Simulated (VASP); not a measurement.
# SnGeO2 (P4mm) in VASP: further runs

SnGeO2 is run at these levels: PBE; tasks: single point, relaxation of shape and atoms at fixed volume.

Everything below comes from runs of VASP 6.6.1. Logs are shortened: lines on timing, memory, paths and dates and some standing lists are left out, and cuts for length are marked.

### 1 The cell of the first run

It takes space group P4mm (No. 99, tetragonal). The conventional cell has a = 3.759 Å, b = 3.759 Å, c = 4.924 Å, α = 90.00°, β = 90.00°, γ = 90.00°. Sn (site symmetry 4mm) has 4 O at 2.23 Å within 3.0 Å. Ge (site symmetry 4mm) has 4 O at 2.12 Å within 2.8 Å. O (site symmetry 2mm) has 2 Ge at 2.12 Å and 2 Sn at 2.23 Å and 4 O at 2.66 Å within 2.8 Å.

### 2 Single point, PBE (17.39 Å³/atom)

Input file INCAR:

```
SYSTEM = SnGeO2
  PREC = Accurate
  ENCUT = 520
  EDIFF = 1E-7
  ISMEAR = 0
  SIGMA = 0.02
  LREAL = .False.
  LASPH = .True.
  NELM = 60
  ALGO = Normal
  ISIF = 2
  LWAVE = .False.
  LCHARG = .False.
  GGA = PE
  NBANDS = 28
```

Input file KPOINTS:

```
regular mesh
0
Gamma
  8 8 6
  0 0 0
```

Input file POSCAR:

```
SnGeO2
1.0
    3.7588674615      0.0000000000      0.0000000000
    0.0000000000      3.7588674615      0.0000000000
    0.0000000000      0.0000000000      4.9237358840
Sn Ge O
1 1 2
Direct
    0.5000000000      0.5000000000      0.2344645411
    0.0000000000      0.0000000000      0.7877594980
    0.0000000000      0.5000000000      0.9888874805
    0.5000000000      0.0000000000      0.9888874805
```

Potentials or basis: VASP PAW PBE potentials, release 64 (Sn_d, Ge_d, O).

On the command line:

```
cat potpaw_PBE.64/Sn_d/POTCAR potpaw_PBE.64/Ge_d/POTCAR potpaw_PBE.64/O/POTCAR > POTCAR
mpirun -np 1 vasp_std > vasp.out
```

OUTCAR:

```text
SYSTEM = SnGeO2
   PREC = Accurate
   ENCUT = 520
   EDIFF = 1E-7
   ISMEAR = 0
   LREAL = .False.
   LASPH = .True.
   NELM = 60
   ISIF = 2
   GGA = PE

 ion  position               nearest neighbor table
   1  0.500  0.500  0.234-   3 2.23   4 2.23   4 2.23   3 2.23
   2  0.000  0.000  0.788-   3 2.12   4 2.12   3 2.12   4 2.12
   3  0.000  0.500  0.989-   2 2.12   2 2.12   1 2.23   1 2.23
   4  0.500  0.000  0.989-   2 2.12   2 2.12   1 2.23   1 2.23

  LATTYP: Found a simple tetragonal cell.
 ALAT       =     3.7588674615
 C/A-ratio  =     1.3098987752

  Lattice vectors:

 A1 = (   3.7588674615,   0.0000000000,   0.0000000000)
 A2 = (   0.0000000000,   3.7588674615,   0.0000000000)
 A3 = (   0.0000000000,   0.0000000000,   4.9237358840)

Analysis of symmetry for initial positions (statically):
=====================================================================
 Subroutine PRICEL returns:
 Original cell was already a primitive cell.

 Routine SETGRP: Setting up the symmetry group for a
 simple tetragonal supercell.

 Subroutine GETGRP returns: Found  8 space group operations
 (whereof  8 operations were pure point group operations)
 out of a pool of 16 trial point group operations.

The static configuration has the point symmetry C_4v.

Analysis of symmetry for dynamics (positions and initial velocities):
=====================================================================
 Subroutine PRICEL returns:
 Original cell was already a primitive cell.

 Routine SETGRP: Setting up the symmetry group for a
 simple tetragonal supercell.

 Subroutine GETGRP returns: Found  8 space group operations
 (whereof  8 operations were pure point group operations)
 out of a pool of 16 trial point group operations.

The dynamic configuration has the point symmetry C_4v.

 Subroutine INISYM returns: Found  8 space group operations
 (whereof  8 operations are pure point group operations),
 and found     1 'primitive' translations

----------------------------------------------------------------------------------------

                                     Primitive cell

  volume of cell :      69.5679

  direct lattice vectors                    reciprocal lattice vectors
     3.758867461  0.000000000  0.000000000     0.266037579  0.000000000  0.000000000
     0.000000000  3.758867461  0.000000000     0.000000000  0.266037579  0.000000000
     0.000000000  0.000000000  4.923735884     0.000000000  0.000000000  0.203097815

  length of vectors
     3.758867461  3.758867461  4.923735884     0.266037579  0.266037579  0.203097815

  position of ions in fractional coordinates (direct lattice)
     0.500000000  0.500000000  0.234464541
     0.000000000  0.000000000  0.787759498
     0.000000000  0.500000000  0.988887480
     0.500000000  0.000000000  0.988887480

  ion indices of the primitive-cell ions
   primitive index   ion index
                 1           1
                 2           2
                 3           3
                 4           4

----------------------------------------------------------------------------------------

 KPOINTS: regular mesh

Automatic generation of k-mesh.
 Grid dimensions read from file:
 generate k-points for:    8    8    6

 Generating k-lattice:

  Cartesian coordinates                     Fractional coordinates (reciprocal lattice)
     0.033254697  0.000000000  0.000000000     0.125000000  0.000000000  0.000000000
     0.000000000  0.033254697  0.000000000     0.000000000  0.125000000  0.000000000
     0.000000000  0.000000000  0.033849636     0.000000000  0.000000000  0.166666667

  Length of vectors
     0.033254697  0.033254697  0.033849636

  Shift w.r.t. Gamma in fractional coordinates (k-lattice)
     0.000000000  0.000000000  0.000000000

 Subroutine IBZKPT returns following result:
 ===========================================

 Found     60 irreducible k-points:

 Following reciprocal coordinates:
            Coordinates               Weight
  0.000000  0.000000  0.000000      1.000000
  0.125000  0.000000  0.000000      4.000000
  0.250000  0.000000  0.000000      4.000000
  0.375000  0.000000  0.000000      4.000000
  0.500000  0.000000  0.000000      2.000000
  0.125000  0.125000  0.000000      4.000000
[... 16 lines left out ...]
  0.375000  0.125000  0.166667     16.000000
  0.500000  0.125000  0.166667      8.000000
 [... further k-points ...]
   k-points           NKPTS =     60   k-points in BZ     NKDIM =     60   number of bands    NBANDS=     28
   number of dos      NEDOS =    301   number of ions     NIONS =      4
   total plane-waves  NPLWV =  31360
   dimension x,y,z NGX =    28 NGY =   28 NGZ =   40
   dimension x,y,z NGXF=    56 NGYF=   56 NGZF=   80
   ions per type =               1   1   2
   NGX,Y,Z   is equivalent  to a cutoff of  12.38, 12.38, 13.51 a.u.
   NGXF,Y,Z  is equivalent  to a cutoff of  24.77, 24.77, 27.01 a.u.
 SYSTEM =  SnGeO2
   PREC   = accura    normal or accurate (medium, high low for compatibility)
   ISTART =      0    job   : 0-new  1-cont  2-samecut
   ICHARG =      2    charge: 1-file 2-atom 10-const
   ISPIN  =      1    spin polarized calculation?
   LNONCOLLINEAR =      F non collinear calculations
   LSORBIT =      F    spin-orbit coupling
   LASPH  =      T    aspherical Exc in radial PAW
   ENCUT  =  520.0 eV  38.22 Ry    6.18 a.u.   6.99  6.99  9.15*2*pi/ulx,y,z
   NELM   =     60;   NELMIN=  2; NELMDL= -5     # of ELM steps
   EDIFF  = 0.1E-06   stopping-criterion for ELM
   LREAL  =      F    real-space projection
   EDIFFG = 0.1E-05   stopping-criterion for IOM
   NSW    =      0    number of steps for IOM
   IBRION =     -1    ionic relax: 0-MD 1-quasi-New 2-CG
   NFREE  =      0    steps in history (QN), initial steepest desc. (CG)
   ISIF   =      2    stress and relaxation
   ISYM   =      2    0-nonsym 1-usesym 2-fastsym
   POTIM  = 0.5000    time-step for ionic-motion
   TEBEG  =    0.0;   TEEND  =   0.0 temperature during run
   PSTRESS=    0.0 pullay stress
   NELECT =      40.0000    total number of electrons
   NUPDOWN=      -1.0000    fix difference up-down
   EMIN   =  10.00;   EMAX   =-10.00  energy-range for DOS
   EFERMI =   0.00;   METHOD = LEGACY
   ISMEAR =     0;   SIGMA  =   0.02  broadening in eV -4-tet -1-fermi 0-gaus
   EFERMI_NEDOS =   21; number of points for ismear=-14 and -15
   IALGO  =     38    algorithm
   IMIX   =      4    mixing-type and parameters
     AMIX     =   0.40;   BMIX     =  1.00
     AMIX_MAG =   1.60;   BMIX_MAG =  1.00
  volume/ion in A,a.u.               =      17.39       117.37
  Fermi-wavevector in a.u.,A,eV,Ry     =   1.361315  2.572512 25.214018  1.853178
  Thomas-Fermi vector in A             =   2.487901
   LORBIT       =      0    0 simple, 1 ext, 2 COOP (PROOUT), +10 PAW based schemes
   GGA     = PE    functional components
   LHFCALC =     F    Hartree Fock is set to
   AEXX    =    0.0000 exact exchange contribution
   IVDW    =     0    specifies the selected vdW correction
   LEPSILON=     F    determine dielectric tensor
   LRPA    =     F    only Hartree local field effects (RPA)
 non-spin polarized calculation
 Gauss-broadening in eV      SIGMA  =   0.02
  energy-cutoff  :      520.00
  volume of cell :       69.57
 maximum number of plane-waves:      1894
 NGX is ok and might be reduce to    28
   NGX = 13   NGY = 13   NGZ = 19

 number of electron      39.9999974 magnetization

 Free energy of the ion-electron system (eV)
  ---------------------------------------------------
  ext. energy  EPLUGINS =         0.00000000
  ---------------------------------------------------
  free energy    TOTEN  =       -22.91009496 eV

  energy without entropy =      -22.91009496  energy(sigma->0) =      -22.91009496

 E-fermi :   5.0544     XC(G=0):  -9.9162

 val. band max:        4.9263558423   @ k =   0.1250   0.1250   0.0000
 cond. band min:       6.0935298661   @ k =   0.5000   0.5000   0.0000
 fundamental gap:      1.1671740238
 Fermi energy:         5.0544113332

 k-point     1 :       0.0000    0.0000    0.0000
  band No.  band energies     occupation
      1     -19.5475      2.00000
      2     -19.4802      2.00000
      3     -19.4686      2.00000
      4     -19.4686      2.00000
      5     -19.4541      2.00000
      6     -16.2830      2.00000
[... 20 lines left out ...]
     27      12.8899      0.00000
     28      13.5357      0.00000

 k-point     2 :       0.1250    0.0000    0.0000
  band No.  band energies     occupation
      1     -19.5444      2.00000
      2     -19.4807      2.00000
      3     -19.4722      2.00000
      4     -19.4685      2.00000
      5     -19.4527      2.00000
      6     -16.2742      2.00000
[... 20 lines left out ...]
     27      13.1139      0.00000
     28      14.5418      0.00000

 k-point     3 :       0.2500    0.0000    0.0000
  band No.  band energies     occupation
      1     -19.5363      2.00000
      2     -19.4820      2.00000
      3     -19.4805      2.00000
      4     -19.4683      2.00000
      5     -19.4499      2.00000
      6     -16.2530      2.00000
[... 20 lines left out ...]
     27      13.3948      0.00000
     28      16.0804      0.00000

 k-point     4 :       0.3750    0.0000    0.0000
  band No.  band energies     occupation
      1     -19.5269      2.00000
      2     -19.4899      2.00000
      3     -19.4833      2.00000
      4     -19.4680      2.00000
      5     -19.4473      2.00000
      6     -16.2307      2.00000
[... 578 lines left out ...]
     27      14.0519      0.00000
     28      15.6405      0.00000

 k-point    23 :       0.3750    0.1250    0.1667
  band No.  band energies     occupation
      1     -19.5236      2.00000
      2     -19.4900      2.00000
      3     -19.4839      2.00000
      4     -19.4705      2.00000
      5     -19.4467      2.00000
      6     -16.2251      2.00000
[... 20 lines left out ...]
     27      14.0892      0.00000
     28      14.8452      0.00000

 k-point    24 :       0.5000    0.1250    0.1667
  band No.  band energies     occupation
      1     -19.5185      2.00000
      2     -19.4950      2.00000
      3     -19.4845      2.00000
      4     -19.4703      2.00000
      5     -19.4457      2.00000
      6     -16.2165      2.00000
[... 20 lines left out ...]
     27      14.0973      0.00000
     28      14.5329      0.00000

 [... further k-points ...]

------------------------ aborting loop because EDIFF is reached ----------------------------------------

  FORCE on cell =-STRESS in cart. coord.  units (eV):
  Direction    XX          YY          ZZ          XY          YZ          ZX
  --------------------------------------------------------------------------------------
  -------------------------------------------------------------------------------------
  Total       -0.1527630     -0.1527630     -0.1165547      0.0000000     -0.0000000      0.0000000
  in kB       -3.5181951     -3.5181951     -2.6843041      0.0000000     -0.0000000      0.0000000
  external PRESSURE =      -3.2402314 kB  Pullay stress =       0.0000000 kB

 VOLUME and BASIS-vectors are now :
 -----------------------------------------------------------------------------
  energy-cutoff  :      520.00
  volume of cell :       69.57
      direct lattice vectors                 reciprocal lattice vectors
     3.758867461  0.000000000  0.000000000     0.266037579  0.000000000  0.000000000
     0.000000000  3.758867461  0.000000000     0.000000000  0.266037579  0.000000000
     0.000000000  0.000000000  4.923735884     0.000000000  0.000000000  0.203097815

 POSITION                                       TOTAL-FORCE (eV/Angst)
 -----------------------------------------------------------------------------------
      1.87943      1.87943      1.15444        -0.000000     -0.000000      0.077543
      0.00000      0.00000      3.87872        -0.000000     -0.000000     -0.069102
      0.00000      1.87943      4.86902        -0.000000     -0.000000     -0.004221
      1.87943      0.00000      4.86902         0.000000      0.000000     -0.004221
 -----------------------------------------------------------------------------------
    total drift:                                0.000000     -0.000000      0.000294

  FREE ENERGIE OF THE ION-ELECTRON SYSTEM (eV)
  ---------------------------------------------------
  free  energy   TOTEN  =       -22.9100949592 eV

  energy  without entropy=      -22.9100949592  energy(sigma->0) =      -22.91009496
```

Run time: 42 s. Hardware: 1 thread of Intel Xeon 6975P-C (Granite Rapids), shared host; peak memory 0.25 GiB.

What came out:

```yaml
Free_energy: -22.9101 eV
Pressure: -0.3 GPa
Largest_force: 0.078 eV/Å
Band_gap_on_the_k_mesh: 1.17 eV (least direct gap 2.37 eV)
```

Forces in eV/Å, atoms in the order of the input:
```
Sn   0.000  0.000  0.078
Ge   0.000  0.000 -0.069
O    0.000  0.000 -0.004
O    0.000  0.000 -0.004
```

Levels at points of the mesh, in eV from the valence-band top:
| k point | band 18 | band 19 | band 20 | band 21 | band 22 | band 23 |
| --- | --- | --- | --- | --- | --- | --- |
| (0.00, 0.00, 0.00) | -2.55 | -2.55 | -0.20 | 2.35 | 4.33 | 5.62 |
| (0.50, 0.00, 0.00) | -4.08 | -1.96 | -1.88 | 2.85 | 4.05 | 5.47 |
| (0.50, 0.50, 0.00) | -1.79 | -1.70 | -1.21 | 1.17 | 1.17 | 4.84 |
| (0.00, 0.00, 0.50) | -2.56 | -2.56 | -1.41 | 1.54 | 3.83 | 3.83 |
| (0.50, 0.00, 0.50) | -4.05 | -1.18 | -1.06 | 2.66 | 3.54 | 5.84 |
| (0.50, 0.50, 0.50) | -1.94 | -1.93 | -1.70 | 3.38 | 3.38 | 4.30 |

Caveat: spin-orbit coupling is left out, which moves the levels of the heavy elements. A k mesh can miss the band edges.

(Continued in part 2 of 2.)
